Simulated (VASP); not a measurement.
# MgO (CsCl type) (Pm-3m) in VASP: notebook

Runs on MgO (CsCl type). Level: PBE. Tasks: single point.

Everything below comes from runs of VASP 6.6.1. Logs are shortened: lines on timing, memory, paths and dates and some standing lists are left out, and cuts for length are marked.

### 1 The cell of the first run

The structure is cubic, space group Pm-3m (No. 221). Conventional cell: a = 2.292 Å, b = 2.292 Å, c = 2.292 Å, α = 90.00°, β = 90.00°, γ = 90.00°. Mg (site symmetry m-3m) has 8 O at 1.98 Å and 6 Mg at 2.29 Å within 2.6 Å. Within 2.6 Å of O (site symmetry m-3m) lie 8 Mg at 1.98 Å and 6 O at 2.29 Å.

### 2 Single point, PBE (volume scaled by 1.3)

Contents of INCAR:

```
PREC = Accurate ; ENCUT = 520
EDIFF = 1E-7 ; ISMEAR = 0
SIGMA = 0.01 ; LREAL = F
LASPH = T ; NELM = 100
ALGO = Normal ; ISIF = 2
LWAVE = F ; LCHARG = F
GGA = PE ; NBANDS = 11
```

Contents of KPOINTS:

```
regular mesh
0
Gamma
  12 12 12
```

Contents of POSCAR:

```
MgO
1.0
    2.2919250544      0.0000000000      0.0000000000
    0.0000000000      2.2919250544      0.0000000000
    0.0000000000      0.0000000000      2.2919250544
Mg O
1 1
Direct
    0.0000000000      0.0000000000      0.0000000000
    0.5000000000      0.5000000000      0.5000000000
```

Potentials or basis: VASP PAW PBE potentials, release 64 (Mg, O).

Started as:

```sh
$ cat potpaw_PBE.64/Mg/POTCAR potpaw_PBE.64/O/POTCAR > POTCAR
$ mpirun -np 1 vasp_std > vasp.out
```

OUTCAR:

```text
PREC = Accurate
   ENCUT = 520
   EDIFF = 1E-7
   ISMEAR = 0
   LREAL = F
   LASPH = T
   NELM = 100
   ISIF = 2
   GGA = PE

 ion  position               nearest neighbor table
   1  0.000  0.000  0.000-   2 1.98   2 1.98   2 1.98   2 1.98   2 1.98   2 1.98   2 1.98   2 1.98

   2  0.500  0.500  0.500-   1 1.98   1 1.98   1 1.98   1 1.98   1 1.98   1 1.98   1 1.98   1 1.98

  LATTYP: Found a simple cubic cell.
 ALAT       =     2.2919250544

  Lattice vectors:

 A1 = (   2.2919250544,   0.0000000000,   0.0000000000)
 A2 = (   0.0000000000,   2.2919250544,   0.0000000000)
 A3 = (   0.0000000000,   0.0000000000,   2.2919250544)

Analysis of symmetry for initial positions (statically):
=====================================================================
 Subroutine PRICEL returns:
 Original cell was already a primitive cell.

 Routine SETGRP: Setting up the symmetry group for a
 simple cubic supercell.

 Subroutine GETGRP returns: Found 48 space group operations
 (whereof 48 operations were pure point group operations)
 out of a pool of 48 trial point group operations.

The static configuration has the point symmetry O_h .

Analysis of symmetry for dynamics (positions and initial velocities):
=====================================================================
 Subroutine PRICEL returns:
 Original cell was already a primitive cell.

 Routine SETGRP: Setting up the symmetry group for a
 simple cubic supercell.

 Subroutine GETGRP returns: Found 48 space group operations
 (whereof 48 operations were pure point group operations)
 out of a pool of 48 trial point group operations.

The dynamic configuration has the point symmetry O_h .

 Subroutine INISYM returns: Found 48 space group operations
 (whereof 48 operations are pure point group operations),
 and found     1 'primitive' translations

----------------------------------------------------------------------------------------

                                     Primitive cell

  volume of cell :      12.0393

  direct lattice vectors                    reciprocal lattice vectors
     2.291925054  0.000000000  0.000000000     0.436314441  0.000000000  0.000000000
     0.000000000  2.291925054  0.000000000     0.000000000  0.436314441  0.000000000
     0.000000000  0.000000000  2.291925054     0.000000000  0.000000000  0.436314441

  length of vectors
     2.291925054  2.291925054  2.291925054     0.436314441  0.436314441  0.436314441

  position of ions in fractional coordinates (direct lattice)
     0.000000000  0.000000000  0.000000000
     0.500000000  0.500000000  0.500000000

  ion indices of the primitive-cell ions
   primitive index   ion index
                 1           1
                 2           2

----------------------------------------------------------------------------------------

 KPOINTS: regular mesh

Automatic generation of k-mesh.
 Grid dimensions read from file:
 generate k-points for:   12   12   12

 Generating k-lattice:

  Cartesian coordinates                     Fractional coordinates (reciprocal lattice)
     0.036359537  0.000000000  0.000000000     0.083333333  0.000000000  0.000000000
     0.000000000  0.036359537  0.000000000     0.000000000  0.083333333  0.000000000
     0.000000000  0.000000000  0.036359537     0.000000000  0.000000000  0.083333333

  Length of vectors
     0.036359537  0.036359537  0.036359537

  Shift w.r.t. Gamma in fractional coordinates (k-lattice)
     0.000000000  0.000000000  0.000000000

 Subroutine IBZKPT returns following result:
 ===========================================

 Found     84 irreducible k-points:

 Following reciprocal coordinates:
            Coordinates               Weight
  0.000000  0.000000  0.000000      1.000000
  0.083333  0.000000  0.000000      6.000000
  0.166667  0.000000  0.000000      6.000000
  0.250000  0.000000  0.000000      6.000000
  0.333333  0.000000  0.000000      6.000000
  0.416667  0.000000  0.000000      6.000000
[... 16 lines left out ...]
  0.333333  0.333333  0.000000     12.000000
  0.416667  0.333333  0.000000     24.000000
 [... further k-points ...]
   k-points           NKPTS =     84   k-points in BZ     NKDIM =     84   number of bands    NBANDS=     11
   number of dos      NEDOS =    301   number of ions     NIONS =      2
   total plane-waves  NPLWV =   5832
   dimension x,y,z NGX =    18 NGY =   18 NGZ =   18
   dimension x,y,z NGXF=    36 NGYF=   36 NGZF=   36
   ions per type =               1   1
   NGX,Y,Z   is equivalent  to a cutoff of  13.06, 13.06, 13.06 a.u.
   NGXF,Y,Z  is equivalent  to a cutoff of  26.11, 26.11, 26.11 a.u.
 SYSTEM =  unknown system
   PREC   = accura    normal or accurate (medium, high low for compatibility)
   ISTART =      0    job   : 0-new  1-cont  2-samecut
   ICHARG =      2    charge: 1-file 2-atom 10-const
   ISPIN  =      1    spin polarized calculation?
   LNONCOLLINEAR =      F non collinear calculations
   LSORBIT =      F    spin-orbit coupling
   LASPH  =      T    aspherical Exc in radial PAW
   ENCUT  =  520.0 eV  38.22 Ry    6.18 a.u.   4.26  4.26  4.26*2*pi/ulx,y,z
   NELM   =    100;   NELMIN=  2; NELMDL= -5     # of ELM steps
   EDIFF  = 0.1E-06   stopping-criterion for ELM
   LREAL  =      F    real-space projection
   EDIFFG = 0.1E-05   stopping-criterion for IOM
   NSW    =      0    number of steps for IOM
   IBRION =     -1    ionic relax: 0-MD 1-quasi-New 2-CG
   NFREE  =      0    steps in history (QN), initial steepest desc. (CG)
   ISIF   =      2    stress and relaxation
   ISYM   =      2    0-nonsym 1-usesym 2-fastsym
   POTIM  = 0.5000    time-step for ionic-motion
   TEBEG  =    0.0;   TEEND  =   0.0 temperature during run
   PSTRESS=    0.0 pullay stress
   NELECT =       8.0000    total number of electrons
   NUPDOWN=      -1.0000    fix difference up-down
   EMIN   =  10.00;   EMAX   =-10.00  energy-range for DOS
   EFERMI =   0.00;   METHOD = LEGACY
   ISMEAR =     0;   SIGMA  =   0.01  broadening in eV -4-tet -1-fermi 0-gaus
   EFERMI_NEDOS =   21; number of points for ismear=-14 and -15
   IALGO  =     38    algorithm
   IMIX   =      4    mixing-type and parameters
     AMIX     =   0.40;   BMIX     =  1.00
     AMIX_MAG =   1.60;   BMIX_MAG =  1.00
  volume/ion in A,a.u.               =       6.02        40.62
  Fermi-wavevector in a.u.,A,eV,Ry     =   1.428580  2.699624 27.767306  2.040839
  Thomas-Fermi vector in A             =   2.548626
   LORBIT       =      0    0 simple, 1 ext, 2 COOP (PROOUT), +10 PAW based schemes
   GGA     = PE    functional components
   LHFCALC =     F    Hartree Fock is set to
   AEXX    =    0.0000 exact exchange contribution
   IVDW    =     0    specifies the selected vdW correction
   LEPSILON=     F    determine dielectric tensor
   LRPA    =     F    only Hartree local field effects (RPA)
 non-spin polarized calculation
 Gauss-broadening in eV      SIGMA  =   0.01
  energy-cutoff  :      520.00
  volume of cell :       12.04
 maximum number of plane-waves:       341
 NGX is ok and might be reduce to    18
   NGX =  9   NGY =  9   NGZ =  9

 number of electron       8.0000008 magnetization

 Free energy of the ion-electron system (eV)
  ---------------------------------------------------
  ext. energy  EPLUGINS =         0.00000000
  ---------------------------------------------------
  free energy    TOTEN  =        -8.18330283 eV

  energy without entropy =       -8.18330283  energy(sigma->0) =       -8.18330283

 E-fermi :   9.9270     XC(G=0): -13.4530

 val. band max:        9.7547473753   @ k =   0.5000   0.5000   0.0000
 cond. band min:      16.2634781958   @ k =   0.5000   0.5000   0.0000
 fundamental gap:      6.5087308205
 Fermi energy:         9.9270352549

 k-point     1 :       0.0000    0.0000    0.0000
  band No.  band energies     occupation
      1     -12.3443      2.00000
      2       8.2022      2.00000
      3       8.2022      2.00000
      4       8.2022      2.00000
      5      17.5128      0.00000
      6      20.6650      0.00000
      7      20.6650      0.00000
      8      38.0872      0.00000
      9      38.0872      0.00000
     10      38.0872      0.00000
     11      43.2733      0.00000

 k-point     2 :       0.0833    0.0000    0.0000
  band No.  band energies     occupation
      1     -12.2194      2.00000
      2       7.4508      2.00000
      3       8.2363      2.00000
      4       8.2363      2.00000
      5      17.8674      0.00000
      6      20.8600      0.00000
      7      21.2206      0.00000
      8      37.7467      0.00000
      9      37.7467      0.00000
     10      38.0889      0.00000
     11      42.4753      0.00000

 k-point     3 :       0.1667    0.0000    0.0000
  band No.  band energies     occupation
      1     -11.8597      2.00000
      2       5.7214      2.00000
      3       8.3306      2.00000
      4       8.3306      2.00000
      5      18.5792      0.00000
      6      21.4422      0.00000
      7      22.5834      0.00000
      8      36.7363      0.00000
      9      36.7363      0.00000
     10      38.2920      0.00000
     11      40.6689      0.00000

 k-point     4 :       0.2500    0.0000    0.0000
  band No.  band energies     occupation
      1     -11.3127      2.00000
      2       3.7470      2.00000
      3       8.4629      2.00000
      4       8.4629      2.00000
      5      19.3917      0.00000
      6      22.4059      0.00000
      7      23.9406      0.00000
      8      35.3577      0.00000
      9      35.3577      0.00000
     10      36.9663      0.00000
     11      39.1878      0.00000
[... 239 lines left out ...]
 k-point    22 :       0.5000    0.2500    0.0000
  band No.  band energies     occupation
      1      -9.2066      2.00000
      2       1.2725      2.00000
      3       5.3887      2.00000
      4       9.2216      2.00000
      5      19.9900      0.00000
      6      23.5896      0.00000
      7      26.3338      0.00000
      8      30.1800      0.00000
      9      32.6506      0.00000
     10      35.2654      0.00000
     11      38.8000      0.00000

 k-point    23 :       0.3333    0.3333    0.0000
  band No.  band energies     occupation
      1      -9.3695      2.00000
      2       3.1768      2.00000
      3       3.5879      2.00000
      4       9.2451      2.00000
      5      19.5261      0.00000
      6      23.4033      0.00000
      7      26.5731      0.00000
      8      30.5563      0.00000
      9      33.7747      0.00000
     10      33.8654      0.00000
     11      37.9214      0.00000

 k-point    24 :       0.4167    0.3333    0.0000
  band No.  band energies     occupation
      1      -8.9587      2.00000
      2       2.2822      2.00000
      3       3.8160      2.00000
      4       9.4166      2.00000
      5      18.4580      0.00000
      6      24.2640      0.00000
      7      26.8081      0.00000
      8      29.8141      0.00000
      9      32.8343      0.00000
     10      33.7382      0.00000
     11      39.6634      0.00000

 [... further k-points ...]
[... 5 lines left out ...]
  --------------------------------------------------------------------------------------
  -------------------------------------------------------------------------------------
  Total       11.6301090     11.6301090     11.6301090     -0.0000000     -0.0000000      0.0000000
  in kB     1547.7226288   1547.7226288   1547.7226288     -0.0000000     -0.0000000      0.0000000
  external PRESSURE =    1547.7226288 kB  Pullay stress =       0.0000000 kB

 VOLUME and BASIS-vectors are now :
 -----------------------------------------------------------------------------
  energy-cutoff  :      520.00
  volume of cell :       12.04
      direct lattice vectors                 reciprocal lattice vectors
     2.291925054  0.000000000  0.000000000     0.436314441  0.000000000  0.000000000
     0.000000000  2.291925054  0.000000000     0.000000000  0.436314441  0.000000000
     0.000000000  0.000000000  2.291925054     0.000000000  0.000000000  0.436314441

 POSITION                                       TOTAL-FORCE (eV/Angst)
 -----------------------------------------------------------------------------------
      0.00000      0.00000      0.00000         0.000000      0.000000      0.000000
      1.14596      1.14596      1.14596         0.000000      0.000000      0.000000
 -----------------------------------------------------------------------------------
    total drift:                                0.000000     -0.000000      0.000000

  FREE ENERGIE OF THE ION-ELECTRON SYSTEM (eV)
  ---------------------------------------------------
  free  energy   TOTEN  =        -8.1833028291 eV

  energy  without entropy=       -8.1833028291  energy(sigma->0) =       -8.18330283
```

Wall time 7.3 s (1 thread of Intel Xeon 6975P-C, shared host); peak memory 0.13 GiB.

What came out:

```
Free energy            : -8.1833 eV
Pressure               : 154.8 GPa
Band gap on the k mesh : 6.51 eV, direct
```

Levels at points of the mesh, in eV from the valence-band top:
```tsv
k point	band 2	band 3	band 4	band 5	band 6	band 7
(0.00, 0.00, 0.00)	-1.55	-1.55	-1.55	7.76	10.91	10.91
(0.50, 0.00, 0.00)	-9.54	-1.01	-1.01	11.58	14.85	16.73
(0.50, 0.50, 0.00)	-7.14	-7.14	0.00	6.51	17.18	17.53
(0.50, 0.50, 0.50)	-6.12	-6.12	-6.12	9.56	9.56	9.56
```

### 3 Single point, PBE (volume scaled by 0.99)

Contents of INCAR:

```
SYSTEM = MgO
PREC     = Accurate       ! precision mode
ENCUT    = 600            ! plane-wave cutoff, eV
EDIFF    = 1E-6           ! SCF threshold, eV
ISMEAR   = 0              ! smearing method
SIGMA    = 0.01           ! smearing width, eV
LREAL    = .False.        ! projectors in reciprocal space
LASPH    = .True.         ! aspherical terms in the spheres
NELM     = 120            ! most SCF steps
ALGO     = Normal         ! electronic algorithm
ISIF     = 2              ! what is computed and relaxed
LWAVE    = .False.        ! write WAVECAR
LCHARG   = .False.        ! write CHGCAR
GGA      = PE             ! functional
NBANDS   = 11             ! bands
GGA_COMPAT= .False.
```

Contents of KPOINTS:

```
regular mesh
0
Gamma
  12 12 12
  0 0 0
```

Contents of POSCAR:

```
MgO
1.0
    2.0929765362      0.0000000000      0.0000000000
    0.0000000000      2.0929765362      0.0000000000
    0.0000000000      0.0000000000      2.0929765362
Mg O
1 1
Direct
    0.0000000000      0.0000000000      0.0000000000
    0.5000000000      0.5000000000      0.5000000000
```

Potentials or basis: VASP PAW PBE potentials, release 64 (Mg, O).

Started as:

```sh
$ cat potpaw_PBE.64/Mg/POTCAR potpaw_PBE.64/O/POTCAR > POTCAR
$ mpirun -np 1 vasp_std > vasp.out
```

It took 16 s on 1 thread of Intel Xeon 8259CL, shared host; peak memory 0.13 GiB.

It converged, with:

```
Free energy            : -3.3155 eV
Pressure               : 438.8 GPa
Band gap on the k mesh : 7.54 eV, direct
```

Levels at points of the mesh, in eV from the valence-band top:
```tsv
k point	band 2	band 3	band 4	band 5	band 6	band 7
(0.00, 0.00, 0.00)	-1.97	-1.97	-1.97	10.70	10.70	13.16
(0.50, 0.00, 0.00)	-12.07	-1.49	-1.49	15.89	17.93	19.63
(0.50, 0.50, 0.00)	-9.10	-9.10	0.00	7.54	20.32	22.14
(0.50, 0.50, 0.50)	-8.50	-8.50	-8.50	11.35	11.35	11.35
```

 A k mesh can miss the band edges.

### 4 Single point, PBE (volume scaled by 1.1)

Contents of INCAR:

```
SYSTEM = MgO
  ALGO = Normal
  EDIFF = 1E-6
  ENCUT = 600
  GGA = PE
  GGA_COMPAT = .False.
  ISIF = 2
  ISMEAR = 0
  LASPH = .True.
  LCHARG = .False.
  LREAL = .False.
  LWAVE = .False.
  NBANDS = 11
  NELM = 120
  PREC = Accurate
  SIGMA = 0.01
```

Contents of KPOINTS:

```
k-points
0
Gamma
  12 12 12
  0 0 0
```

Contents of POSCAR:

```
MgO
1.0
    2.1677882425      0.0000000000      0.0000000000
    0.0000000000      2.1677882425      0.0000000000
    0.0000000000      0.0000000000      2.1677882425
Mg O
1 1
Direct
    0.0000000000      0.0000000000      0.0000000000
    0.5000000000      0.5000000000      0.5000000000
```

Started as:

```sh
$ cat potpaw_PBE.64/Mg/POTCAR potpaw_PBE.64/O/POTCAR > POTCAR
$ mpirun -np 1 vasp_std > vasp.out
```

It took 17 s on 1 thread of Intel Xeon 8259CL, shared host; peak memory 0.13 GiB.

The run converged. Its results:

* Free energy: -5.6433 eV
* Pressure: 300.8 GPa
* Band gap on the k mesh: 7.14 eV, direct

Levels at points of the mesh, in eV from the valence-band top:
```tsv
k point	band 2	band 3	band 4	band 5	band 6	band 7
(0.00, 0.00, 0.00)	-1.81	-1.81	-1.81	10.84	10.84	10.85
(0.50, 0.00, 0.00)	-11.04	-1.28	-1.28	14.08	17.50	17.65
(0.50, 0.50, 0.00)	-8.31	-8.31	0.00	7.14	19.03	20.23
(0.50, 0.50, 0.50)	-7.50	-7.50	-7.50	10.60	10.60	10.60
```

### 5 Summary

```tsv
cell	cutoff (eV)	gap on the mesh (eV)	pressure (GPa)
a = 2.292 Å, 2 atoms	520	6.51	154.8
a = 2.093 Å, 2 atoms	600	7.54	438.8
a = 2.168 Å, 2 atoms	600	7.14	300.8
```

Alike in all rows: task single point; level PBE; potentials or basis VASP PAW PBE potentials, release 64 (Mg, O); no spin polarisation; k mesh 12 × 12 × 12; smearing gaussian 0.01 eV.

Total energies depend on the potentials used, so only differences within one code and one set of settings carry meaning.
